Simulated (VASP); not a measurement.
# Ca in VASP: a series of runs

The runs below take Ca through single point, with PBEsol.

Everything below comes from runs of VASP 6.6.1. Logs are shortened: lines on timing, memory, paths and dates and some standing lists are left out, and cuts for length are marked.

## (1) The cell of the first run

The cell holds a slab with vacuum, 28 atoms: a = 11.837 Å, b = 11.837 Å, c = 19.443 Å, α = 90.00°, β = 90.00°, γ = 60.00°.

## (2) Single point, PBEsol

Contents of INCAR:

```
ALGO = Normal ; EDIFF = 1E-7
ENCUT = 520 ; GGA = PS
ISIF = 2 ; ISMEAR = -1
LASPH = True ; LCHARG = False
LREAL = Auto ; LWAVE = False
NBANDS = 160 ; NELM = 60
PREC = Accurate ; SIGMA = 0.05
```

Contents of KPOINTS:

```
k-points
0
Gamma
  1 1 1
```

Contents of POSCAR:

```
Ca
1.0
   11.8369680000      0.0000000000      0.0000000000
    5.9184840000     10.2511150000      0.0000000000
    0.0000000000      0.0000000000     19.4432290000
Ca
28
Direct
    0.1111093689      0.1111098646      0.0514317864
    0.4444464194      0.1111098646      0.0514317864
    0.7777750218      0.1111098646      0.0514317864
    0.1111124437      0.4444492136      0.0514317864
    0.4444410461      0.4444492136      0.0514317864
    0.7777780966      0.4444492136      0.0514317864
    0.1111119480      0.7777788075      0.0514317864
    0.4444405504      0.7777788075      0.0514317864
    0.7777776009      0.7777788075      0.0514317864
   -0.1144806032      0.2167959290      0.2025178020
    0.2053182530      0.2319942757      0.2073421035
    0.5466000852      0.2258876230      0.1988558588
   -0.1309550146      0.5670895312      0.1992313108
    0.1970046736      0.5674699777      0.2101142768
    0.5489371019      0.5592562370      0.2017308956
   -0.1175674870      0.8827332441      0.2000439330
    0.2041125397      0.9001167190      0.2161986571
    0.5402836846      0.8946343886      0.2031144107
   -0.0130968116      0.0253826047      0.3746291318
    0.3220781101     -0.0047019275      0.3718363858
    0.6492187874      0.0014730105      0.3617763284
   -0.0210231819      0.3383046625      0.3616477489
    0.3144258137      0.3446747012      0.3628049641
    0.6563644354      0.3347538292      0.3641267610
   -0.0222908254      0.6723268640      0.3664977664
    0.3058597042      0.6785603322      0.3712860657
    0.6498837522      0.6667664932      0.3516442665
    0.7138597555      0.7341347746      0.5109799406
```

Potentials or basis: VASP PAW PBE potentials, release 64 (Ca_sv).

Launch:

```
> cat potpaw_PBE.64/Ca_sv/POTCAR > POTCAR
> mpirun -np 1 vasp_gam > vasp.out
```

OUTCAR:

```text
EDIFF = 1E-7
   ENCUT = 520
   GGA = PS
   ISIF = 2
   ISMEAR = -1
   LASPH = True
   LREAL = Auto
   NELM = 60
   PREC = Accurate

 ion  position               nearest neighbor table
   1  0.111  0.111  0.051-
   2  0.444  0.111  0.051-
   3  0.778  0.111  0.051-
   4  0.111  0.444  0.051-
   5  0.444  0.444  0.051-
   6  0.778  0.444  0.051-
[... 20 lines left out ...]
  27  0.650  0.667  0.352-
  28  0.714  0.734  0.511-

  LATTYP: Found a hexagonal cell.
 ALAT       =    11.8369680071
 C/A-ratio  =     1.6425852455

  Lattice vectors:

 A1 = (  -5.9184840000, -10.2511150000,   0.0000000000)
 A2 = (  11.8369680000,   0.0000000000,   0.0000000000)
 A3 = (   0.0000000000,   0.0000000000,  19.4432290000)

Analysis of symmetry for initial positions (statically):
=====================================================================
 Subroutine PRICEL returns:
 Original cell was already a primitive cell.

 Routine SETGRP: Setting up the symmetry group for a
 hexagonal supercell.

 Subroutine GETGRP returns: Found  1 space group operations
 (whereof  1 operations were pure point group operations)
 out of a pool of 24 trial point group operations.

The static configuration has the point symmetry C_1 .

Analysis of symmetry for dynamics (positions and initial velocities):
=====================================================================
 Subroutine PRICEL returns:
 Original cell was already a primitive cell.

 Routine SETGRP: Setting up the symmetry group for a
 hexagonal supercell.

 Subroutine GETGRP returns: Found  1 space group operations
 (whereof  1 operations were pure point group operations)
 out of a pool of 24 trial point group operations.

The dynamic configuration has the point symmetry C_1 .

 Subroutine INISYM returns: Found  1 space group operations
 (whereof  1 operations are pure point group operations),
 and found     1 'primitive' translations

----------------------------------------------------------------------------------------

                                     Primitive cell

  volume of cell :    2359.2826

  direct lattice vectors                    reciprocal lattice vectors
    11.836968000  0.000000000  0.000000000     0.084481093 -0.048775182  0.000000000
     5.918484000 10.251115000  0.000000000     0.000000000  0.097550364  0.000000000
     0.000000000  0.000000000 19.443229000     0.000000000  0.000000000  0.051431786

  length of vectors
    11.836968000 11.836968007 19.443229000     0.097550364  0.097550364  0.051431786

  position of ions in fractional coordinates (direct lattice)
     0.111109369  0.111109865  0.051431786
     0.444446419  0.111109865  0.051431786
     0.777775022  0.111109865  0.051431786
     0.111112444  0.444449214  0.051431786
     0.444441046  0.444449214  0.051431786
     0.777778097  0.444449214  0.051431786
[... 20 lines left out ...]
     0.649883752  0.666766493  0.351644267
     0.713859756  0.734134775  0.510979941

  ion indices of the primitive-cell ions
   primitive index   ion index
                 1           1
                 2           2
                 3           3
                 4           4
                 5           5
                 6           6
[... 20 lines left out ...]
                27          27
                28          28

----------------------------------------------------------------------------------------

 KPOINTS: k-points

Automatic generation of k-mesh.
 Grid dimensions read from file:
 generate k-points for:    1    1    1

 Generating k-lattice:

  Cartesian coordinates                     Fractional coordinates (reciprocal lattice)
     0.084481093 -0.048775182  0.000000000     1.000000000  0.000000000  0.000000000
     0.000000000  0.097550364  0.000000000     0.000000000  1.000000000  0.000000000
     0.000000000  0.000000000  0.051431786     0.000000000  0.000000000  1.000000000

  Length of vectors
     0.097550364  0.097550364  0.051431786

  Shift w.r.t. Gamma in fractional coordinates (k-lattice)
     0.000000000  0.000000000  0.000000000

 Subroutine IBZKPT returns following result:
 ===========================================

 Found      1 irreducible k-points:

 Following reciprocal coordinates:
            Coordinates               Weight
  0.000000  0.000000  0.000000      1.000000
   k-points           NKPTS =      1   k-points in BZ     NKDIM =      1   number of bands    NBANDS=    160
   number of dos      NEDOS =    301   number of ions     NIONS =     28
   total plane-waves  NPLWV = ******
   dimension x,y,z NGX =    90 NGY =   90 NGZ =  150
   dimension x,y,z NGXF=   180 NGYF=  180 NGZF=  300
   ions per type =              28
   NGX,Y,Z   is equivalent  to a cutoff of  12.64, 12.64, 12.83 a.u.
   NGXF,Y,Z  is equivalent  to a cutoff of  25.28, 25.28, 25.65 a.u.
 SYSTEM =  unknown system
   PREC   = accura    normal or accurate (medium, high low for compatibility)
   ISTART =      0    job   : 0-new  1-cont  2-samecut
   ICHARG =      2    charge: 1-file 2-atom 10-const
   ISPIN  =      1    spin polarized calculation?
   LNONCOLLINEAR =      F non collinear calculations
   LSORBIT =      F    spin-orbit coupling
   LASPH  =      T    aspherical Exc in radial PAW
   ENCUT  =  520.0 eV  38.22 Ry    6.18 a.u.  22.01 22.01 36.15*2*pi/ulx,y,z
   NELM   =     60;   NELMIN=  2; NELMDL= -5     # of ELM steps
   EDIFF  = 0.1E-06   stopping-criterion for ELM
   LREAL  =      T    real-space projection
   EDIFFG = 0.1E-05   stopping-criterion for IOM
   NSW    =      0    number of steps for IOM
   IBRION =     -1    ionic relax: 0-MD 1-quasi-New 2-CG
   NFREE  =      0    steps in history (QN), initial steepest desc. (CG)
   ISIF   =      2    stress and relaxation
   ISYM   =      2    0-nonsym 1-usesym 2-fastsym
   POTIM  = 0.5000    time-step for ionic-motion
   TEBEG  =    0.0;   TEEND  =   0.0 temperature during run
   PSTRESS=    0.0 pullay stress
   NELECT =     280.0000    total number of electrons
   NUPDOWN=      -1.0000    fix difference up-down
   EMIN   =  10.00;   EMAX   =-10.00  energy-range for DOS
   EFERMI =   0.00;   METHOD = LEGACY
   ISMEAR =    -1;   SIGMA  =   0.05  broadening in eV -4-tet -1-fermi 0-gaus
   EFERMI_NEDOS =   21; number of points for ismear=-14 and -15
   IALGO  =     38    algorithm
   IMIX   =      4    mixing-type and parameters
     AMIX     =   0.40;   BMIX     =  1.00
     AMIX_MAG =   1.60;   BMIX_MAG =  1.00
  volume/ion in A,a.u.               =      84.26       568.62
  Fermi-wavevector in a.u.,A,eV,Ry     =   0.804515  1.520313  8.806296  0.647245
  Thomas-Fermi vector in A             =   1.912586
   LORBIT       =      0    0 simple, 1 ext, 2 COOP (PROOUT), +10 PAW based schemes
   GGA     = PS    functional components
   LHFCALC =     F    Hartree Fock is set to
   AEXX    =    0.0000 exact exchange contribution
   IVDW    =     0    specifies the selected vdW correction
   LEPSILON=     F    determine dielectric tensor
   LRPA    =     F    only Hartree local field effects (RPA)
 non-spin polarized calculation
  energy-cutoff  :      520.00
  volume of cell :     2359.28
 maximum number of plane-waves:     31705
 NGX is ok and might be reduce to    90
   NGX = 45   NGY = 45   NGZ = 73

 number of electron     279.9999982 magnetization

 Free energy of the ion-electron system (eV)
  ---------------------------------------------------
  ext. energy  EPLUGINS =         0.00000000
  ---------------------------------------------------
  free energy    TOTEN  =       -50.57635360 eV

  energy without entropy =      -50.46082615  energy(sigma->0) =      -50.51858987

 E-fermi :  -0.3692     XC(G=0):  -4.7475

 val. band max:       -0.5269653951   @ k =   0.0000   0.0000   0.0000
 cond. band min:      -0.2210232992   @ k =   0.0000   0.0000   0.0000
 fundamental gap:      0.3059420959
 Fermi energy:        -0.3692015035

 k-point     1 :       0.0000    0.0000    0.0000
  band No.  band energies     occupation
      1     -43.7129      2.00000
      2     -42.7517      2.00000
      3     -42.7379      2.00000
      4     -42.7287      2.00000
      5     -42.7035      2.00000
      6     -42.6869      2.00000
[... 144 lines left out ...]
    151       0.0066      0.00109
    152       0.0179      0.00087
 [bands above 152 left out]

------------------------ aborting loop because EDIFF is reached ----------------------------------------

  FORCE on cell =-STRESS in cart. coord.  units (eV):
  Direction    XX          YY          ZZ          XY          YZ          ZX
  --------------------------------------------------------------------------------------
  -------------------------------------------------------------------------------------
  Total       -7.6757698     -7.0214773      1.3687167      1.4450943     -0.2487049      1.8630932
  in kB       -5.2125779     -4.7682510      0.9294888      0.9813565     -0.1688943      1.2652175
  external PRESSURE =      -3.0171133 kB  Pullay stress =       0.0000000 kB

 VOLUME and BASIS-vectors are now :
 -----------------------------------------------------------------------------
  energy-cutoff  :      520.00
  volume of cell :     2359.28
      direct lattice vectors                 reciprocal lattice vectors
    11.836968000  0.000000000  0.000000000     0.084481093 -0.048775182  0.000000000
     5.918484000 10.251115000  0.000000000     0.000000000  0.097550364  0.000000000
     0.000000000  0.000000000 19.443229000     0.000000000  0.000000000  0.051431786

 POSITION                                       TOTAL-FORCE (eV/Angst)
 -----------------------------------------------------------------------------------
      1.97280      1.13900      1.00000         0.029078     -0.029093      0.004918
      5.91850      1.13900      1.00000        -0.077221      0.034131     -0.104211
      9.86410      1.13900      1.00000        -0.041064     -0.022361     -0.135165
      3.94570      4.55610      1.00000        -0.017007      0.020449     -0.005699
      7.89130      4.55610      1.00000        -0.070801      0.058625     -0.087069
     11.83700      4.55610      1.00000        -0.064533     -0.018497     -0.139909
[... 20 lines left out ...]
     11.63890      6.83510      6.83710        -0.122644      0.012261     -0.352737
     12.79490      7.52570      9.93510         0.096414      0.095129      0.078771
 -----------------------------------------------------------------------------------
    total drift:                               -0.000280     -0.001128     -0.004130

  FREE ENERGIE OF THE ION-ELECTRON SYSTEM (eV)
  ---------------------------------------------------
  free  energy   TOTEN  =       -50.5763535998 eV

  energy  without entropy=      -50.4608261482  energy(sigma->0) =      -50.51858987
```

It took 17 min on 1 thread of Intel Xeon Platinum 8488C (Sapphire Rapids), shared host; peak memory 1.9 GiB.

What came out:

```
Free energy   : -50.5764 eV
Largest force : 0.526 eV/Å
```

Forces on the atoms (eV/Å):
```
Ca   0.029 -0.029  0.005
Ca  -0.077  0.034 -0.104
Ca  -0.041 -0.022 -0.135
Ca  -0.017  0.020 -0.006
Ca  -0.071  0.059 -0.087
Ca  -0.065 -0.018 -0.140
Ca   0.027  0.030  0.024
Ca  -0.049  0.004 -0.069
Ca  -0.094  0.048 -0.238
Ca  -0.116  0.222  0.179
Ca   0.090 -0.108  0.033
Ca  -0.032  0.003  0.329
Ca   0.113 -0.215  0.217
Ca   0.277 -0.168 -0.073
Ca  -0.261 -0.047  0.143
Ca   0.002  0.306  0.320
Ca   0.110 -0.196 -0.192
Ca   0.031  0.071  0.051
Ca  -0.342 -0.391 -0.079
Ca   0.239  0.116  0.048
Ca   0.079 -0.031  0.018
Ca   0.186  0.262  0.056
Ca   0.027 -0.142  0.044
Ca  -0.135  0.139 -0.040
Ca  -0.049  0.077 -0.007
Ca   0.165 -0.131 -0.021
Ca  -0.123  0.012 -0.353
Ca   0.096  0.095  0.079
```

Caveat: the k points lie up to 0.61 Å⁻¹ apart; there is no dipole correction, which matters where the two faces differ; the PAW data sets were made with another functional, which shifts forces and pressure a little.

## (3) Single point, PBEsol

Contents of INCAR:

```
ALGO = Normal ; EDIFF = 1E-6
ENCUT = 520 ; GGA = PS
ISIF = 2 ; ISMEAR = -1
LASPH = True ; LCHARG = False
LREAL = Auto ; LWAVE = False
NBANDS = 160 ; NELM = 80
PREC = Accurate ; SIGMA = 0.05
```

KPOINTS is that of step 2.

Contents of POSCAR:

```
Ca
1.0
   11.8369680000      0.0000000000      0.0000000000
    5.9184840000     10.2511150000      0.0000000000
    0.0000000000      0.0000000000     19.4432290000
Ca
28
Direct
    0.1111093689      0.1111098646      0.0514317864
    0.4444464194      0.1111098646      0.0514317864
    0.7777750218      0.1111098646      0.0514317864
    0.1111124437      0.4444492136      0.0514317864
    0.4444410461      0.4444492136      0.0514317864
    0.7777780966      0.4444492136      0.0514317864
    0.1111119480      0.7777788075      0.0514317864
    0.4444405504      0.7777788075      0.0514317864
    0.7777776009      0.7777788075      0.0514317864
   -0.1265206137      0.2453196555      0.2310470138
    0.2192468431      0.2119769410      0.2215115607
    0.5403123847      0.2242195117      0.2295606352
   -0.1042154097      0.5625924595      0.2084581733
    0.1933402652      0.5583587737      0.2203132000
    0.5436216226      0.5513351474      0.1938412596
   -0.1222456452      0.8858548558      0.2103560062
    0.2206632371      0.8943027173      0.2144551196
    0.5547709472      0.8988778294      0.1947207431
   -0.0136819845     -0.0045360919      0.3673463909
    0.3115670853      0.0021948832      0.3788105360
    0.6163293023      0.0094331202      0.3915244736
   -0.0445137936      0.3576098795      0.4023817237
    0.2948114283      0.3564978054      0.3889323116
    0.6522627860      0.3464208528      0.3926919752
   -0.0258905946      0.6659080500      0.3793711425
    0.3237875876      0.6706002225      0.3669863684
    0.6426181384      0.6823452863      0.3248380194
    0.5983362335      0.7170439508      0.4853206224
```

Potentials or basis: VASP PAW PBE potentials, release 64 (Ca_sv).

Launch:

```
> cat potpaw_PBE.64/Ca_sv/POTCAR > POTCAR
> mpirun -np 1 vasp_gam > vasp.out
```

Run time: 15 min. Hardware: 1 thread of Intel Xeon Platinum 8488C (Sapphire Rapids), shared host; peak memory 1.8 GiB.

The run converged. Its results:

```yaml
Free_energy: -50.2347 eV
Largest_force: 0.642 eV/Å
```

Forces in eV/Å, atoms in the order of the input:
```
Ca  -0.003  0.051  0.201
Ca  -0.009  0.152 -0.009
Ca  -0.054  0.062  0.277
Ca  -0.011 -0.065  0.077
Ca  -0.187 -0.092 -0.064
Ca   0.062  0.010  0.038
Ca  -0.013 -0.055  0.159
Ca  -0.030  0.046 -0.144
Ca   0.056 -0.059 -0.147
Ca  -0.024 -0.101 -0.273
Ca   0.003  0.289 -0.054
Ca   0.156  0.107 -0.123
Ca  -0.428 -0.321 -0.192
Ca   0.626 -0.004 -0.143
Ca  -0.061  0.041  0.323
Ca   0.100  0.262  0.143
Ca  -0.104 -0.166 -0.139
Ca  -0.226  0.104  0.209
Ca  -0.113  0.100  0.105
Ca  -0.012  0.019 -0.026
Ca   0.340 -0.146 -0.231
Ca   0.190 -0.019 -0.218
Ca   0.090 -0.234 -0.074
Ca  -0.232  0.101 -0.158
Ca  -0.146  0.337  0.030
Ca   0.059 -0.060  0.074
Ca  -0.006 -0.239 -0.183
Ca  -0.022 -0.117  0.542
```

Levels at points of the mesh, in eV from the Fermi level:
```
           k point  band 138  band 139  band 140  band 141  band 142  band 143
(0.00, 0.00, 0.00)     -0.15     -0.13     -0.12      0.11      0.12      0.15
```

Caveat: the k points lie up to 0.61 Å⁻¹ apart; there is no dipole correction, which matters where the two faces differ; the PAW data sets were made with another functional, which shifts forces and pressure a little.
